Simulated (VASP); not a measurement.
# Ti (R-3m) in VASP: notebook, part 2 of 2

VASP 6.6.1. The steps go on from the part before.

**3. Single point, PBEsol**

This run uses another cell than the first one, of the same volume but with other edges.

Input file INCAR:

```
SYSTEM = Ti
ALGO = Fast
EDIFF = 1E-6
ENCUT = 520
GGA = PS
ISIF = 2
ISMEAR = 0
LASPH = .True.
LCHARG = .False.
LREAL = .False.
LWAVE = .False.
NBANDS = 12
NELM = 60
PREC = Accurate
SIGMA = 0.15
```

Input file KPOINTS:

```
k-points
0
Gamma
  22 22 22
  0 0 0
```

Input file POSCAR:

```
Ti
1.0
   -1.7204077316      1.6419526559      1.6419526559
    1.6419526559     -1.7204077316      1.6419526559
    1.6419526559      1.6419526559     -1.7204077316
Ti
1
Direct
    0.0000000000      0.0000000000      0.0000000000
```

Potentials or basis: VASP PAW PBE potentials, release 64 (Ti_sv).

The run is started by

```sh
> cat potpaw_PBE.64/Ti_sv/POTCAR > POTCAR
> mpirun -np 1 vasp_std > vasp.out
```

OUTCAR:

```text
SYSTEM = Ti
   EDIFF = 1E-6
   ENCUT = 520
   GGA = PS
   ISIF = 2
   ISMEAR = 0
   LASPH = .True.
   LREAL = .False.
   NELM = 60
   PREC = Accurate

 ion  position               nearest neighbor table
   1  0.000  0.000  0.000-

  LATTYP: Found a trigonal (rhomboedric) cell.
 ALAT       =     2.8899515241
 COS(alpha) =    -0.3536531715

  Lattice vectors:

 A1 = (  -1.7204077316,   1.6419526559,   1.6419526559)
 A2 = (   1.6419526559,  -1.7204077316,   1.6419526559)
 A3 = (   1.6419526559,   1.6419526559,  -1.7204077316)

Analysis of symmetry for initial positions (statically):
=====================================================================
 Subroutine PRICEL returns:
 Original cell was already a primitive cell.

 Routine SETGRP: Setting up the symmetry group for a
 trigonal (rhombohedral) supercell.

 Subroutine GETGRP returns: Found 12 space group operations
 (whereof 12 operations were pure point group operations)
 out of a pool of 12 trial point group operations.

The static configuration has the point symmetry D_3d.

Analysis of symmetry for dynamics (positions and initial velocities):
=====================================================================
 Subroutine PRICEL returns:
 Original cell was already a primitive cell.

 Routine SETGRP: Setting up the symmetry group for a
 trigonal (rhombohedral) supercell.

 Subroutine GETGRP returns: Found 12 space group operations
 (whereof 12 operations were pure point group operations)
 out of a pool of 12 trial point group operations.

The dynamic configuration has the point symmetry D_3d.

 Subroutine INISYM returns: Found 12 space group operations
 (whereof 12 operations are pure point group operations),
 and found     1 'primitive' translations

----------------------------------------------------------------------------------------

[... 111 lines left out ...]
  volume/ion in A,a.u.               =      17.68       119.28
  Fermi-wavevector in a.u.,A,eV,Ry     =   1.438821  2.718977 28.166848  2.070205
  Thomas-Fermi vector in A             =   2.557745
   LORBIT       =      0    0 simple, 1 ext, 2 COOP (PROOUT), +10 PAW based schemes
   GGA     = PS    functional components
   LHFCALC =     F    Hartree Fock is set to
   AEXX    =    0.0000 exact exchange contribution
   IVDW    =     0    specifies the selected vdW correction
   LEPSILON=     F    determine dielectric tensor
   LRPA    =     F    only Hartree local field effects (RPA)
 non-spin polarized calculation
 RMM-DIIS sequential band-by-band and
 Gauss-broadening in eV      SIGMA  =   0.15
  energy-cutoff  :      520.00
  volume of cell :       17.68
 maximum number of plane-waves:       496
 NGX is ok and might be reduce to    24

 number of electron      12.0000001 magnetization

 Free energy of the ion-electron system (eV)
  ---------------------------------------------------
  ext. energy  EPLUGINS =         0.00000000
  ---------------------------------------------------
  free energy    TOTEN  =        -8.21179303 eV

  energy without entropy =       -8.18405679  energy(sigma->0) =       -8.19792491

 E-fermi :   7.7645     XC(G=0): -11.5446

 val. band max:        7.7644442114   @ k =  -0.3636  -0.3636   0.1364
 cond. band min:       7.7696961571   @ k =  -0.3636   0.1818   0.0455
 fundamental gap:      0.0052519457
 Fermi energy:         7.7644801270

 k-point     1 :       0.0000    0.0000    0.0000
  band No.  band energies     occupation
      1     -48.5571      2.00000
      2     -24.5618      2.00000
      3     -24.5618      2.00000
      4     -24.4342      2.00000
      5       1.8699      2.00000
      6       8.2665      0.00000
      7       8.9103      0.00000
      8       8.9103      0.00000
      9      10.5614      0.00000
     10      10.5614      0.00000
     11      24.1419      0.00000
     12      25.4988      0.00000
[... 331 lines left out ...]
 k-point    24 :      -0.4545    0.0455    0.0000
  band No.  band energies     occupation
      1     -48.4117      2.00000
      2     -25.1779      2.00000
      3     -24.7539      2.00000
      4     -24.5549      2.00000
      5       5.3718      2.00000
      6       7.5226      1.97743
      7       8.8388      0.00000
      8      10.3341      0.00000
      9      10.6490      0.00000
     10      11.8804      0.00000
     11      17.3972      0.00000
     12      20.9406      0.00000

 [... further k-points ...]
[... 5 lines left out ...]
  --------------------------------------------------------------------------------------
  -------------------------------------------------------------------------------------
  Total       -0.7680910     -0.7680910     -0.7680910      0.1029605      0.1029605      0.1029605
  in kB      -69.6205625    -69.6205625    -69.6205625      9.3324506      9.3324506      9.3324506
  external PRESSURE =     -69.6205625 kB  Pullay stress =       0.0000000 kB

 VOLUME and BASIS-vectors are now :
 -----------------------------------------------------------------------------
  energy-cutoff  :      520.00
  volume of cell :       17.68
      direct lattice vectors                 reciprocal lattice vectors
    -1.720407732  1.641952656  1.641952656     0.014923805  0.312333923  0.312333923
     1.641952656 -1.720407732  1.641952656     0.312333923  0.014923805  0.312333923
     1.641952656  1.641952656 -1.720407732     0.312333923  0.312333923  0.014923805

 POSITION                                       TOTAL-FORCE (eV/Angst)
 -----------------------------------------------------------------------------------
      0.00000      0.00000      0.00000        -0.000000     -0.000000     -0.000000
 -----------------------------------------------------------------------------------
    total drift:                                0.000000     -0.000000     -0.000000

  FREE ENERGIE OF THE ION-ELECTRON SYSTEM (eV)
  ---------------------------------------------------
  free  energy   TOTEN  =        -8.2117930299 eV

  energy  without entropy=       -8.1840567927  energy(sigma->0) =       -8.19792491
```

OSZICAR:

```text
N       E                     dE             d eps       ncg     rms          rms(c)
DAV:   1     0.860498323408E+02    0.86050E+02   -0.65574E+03 24640   0.120E+03
DAV:   2    -0.505565499362E+01   -0.91105E+02   -0.88763E+02 25160   0.296E+02
DAV:   3    -0.931060887101E+01   -0.42550E+01   -0.42048E+01 33920   0.651E+01
[... 12 lines left out ...]
RMM:  16    -0.821178487097E+01   -0.85038E-05   -0.78139E-05 30319   0.376E-02    0.694E-03
RMM:  17    -0.821178859213E+01   -0.37212E-05   -0.34280E-05 28232   0.257E-02    0.838E-03
RMM:  18    -0.821179089789E+01   -0.23058E-05   -0.22848E-05 26190   0.201E-02    0.157E-02
RMM:  19    -0.821179231945E+01   -0.14216E-05   -0.13159E-05 25334   0.164E-02    0.108E-02
RMM:  20    -0.821179302993E+01   -0.71048E-06   -0.65820E-06 25067   0.171E-02
   1 F= -.82117930E+01 E0= -.81979249E+01  d E =-.277362E-01
```

stdout:

```text
POSCAR found type information on POSCAR Ti
 POSCAR found :  1 types and       1 ions
 scaLAPACK will be used
 -----------------------------------------------------------------------------
|                                                                             |
|                                                                             |
|     You enforced a specific xc type in the INCAR file but a different       |
[... 23 lines left out ...]
WARNING in EDDRMM: call to ZHEGV failed, returncode =   6  3      6
WARNING in EDDRMM: call to ZHEGV failed, returncode =   6  3      8
WARNING in EDDRMM: call to ZHEGV failed, returncode =   8  4     11
WARNING in EDDRMM: call to ZHEGV failed, returncode =   6  3     10
WARNING in EDDRMM: call to ZHEGV failed, returncode =   6  3      7
WARNING in EDDRMM: call to ZHEGV failed, returncode =   6  3      8
WARNING in EDDRMM: call to ZHEGV failed, returncode =   8  4      6
```

Run time: 4.6 min. Hardware: 1 thread of Intel Xeon Platinum 8259CL at 2.50GHz (Skylake/Cascade Lake), shared host; peak memory 0.32 GiB.

Results:

| Property | Result |
| --- | --- |
| Free energy | -8.2118 eV |
| Pressure | -7.0 GPa |
| Band gap on the k mesh | zero (band 6 reaches 8.71 eV, above the bottom of band 7 at 7.12 eV) |

Caveat: the PAW data sets were made with another functional, which shifts forces and pressure a little.
